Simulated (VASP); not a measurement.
A run of VASP 6.6.1:

File INCAR:

```
SYSTEM = Sn
PREC     = Accurate       ! precision mode
ENCUT    = 520            ! plane-wave cutoff, eV
EDIFF    = 1E-6           ! SCF threshold, eV
ISMEAR   = -1             ! smearing method
SIGMA    = 0.05           ! smearing width, eV
LREAL    = .False.        ! projectors in reciprocal space
LASPH    = .True.         ! aspherical terms in the spheres
NELM     = 60             ! most SCF steps
ALGO     = Normal         ! electronic algorithm
ISIF     = 2              ! what is computed and relaxed
LWAVE    = .False.        ! write WAVECAR
LCHARG   = .False.        ! write CHGCAR
LDIPOL   = .True.       
IDIPOL   = 3            
DIPOL    = 0.5 0.5 0.500
GGA      = PE             ! functional
NBANDS   = 36             ! bands
```

File KPOINTS:

```
regular mesh
0
Gamma
  10 6 1
  0 0 0
```

The input POSCAR:

```
Sn
1.0
    3.3041926597      0.0000000000      0.0000000000
    0.0000000000      5.3957240187      0.0000000000
    0.0000000000      0.0000000000     20.6728000000
Sn
4
Direct
   -0.0020503923      0.2500000000      0.4119582891
    0.4999513891      0.7500000000      0.4531744895
    0.5000486168      0.2500000000      0.5468255095
    0.0020503855      0.7500000000      0.5880417113
```

Potentials or basis: VASP PAW PBE potentials, release 64 (Sn_d).

Launch:

```sh
$ cat potpaw_PBE.64/Sn_d/POTCAR > POTCAR
$ mpirun -np 1 vasp_std > vasp.out
```

Hardware: 1 thread of Intel(R) Xeon(R) Platinum 8375C CPU @ 2.90GHz (Ice Lake) (shared host).

Problem. How long does it take, and how much memory?

Solution. Wall time 12 min on 1 thread of Intel(R) Xeon(R) Platinum 8375C CPU @ 2.90GHz (Ice Lake) (shared host), peak memory 0.55 GiB. Counts: scf iterations 22, k points 24.
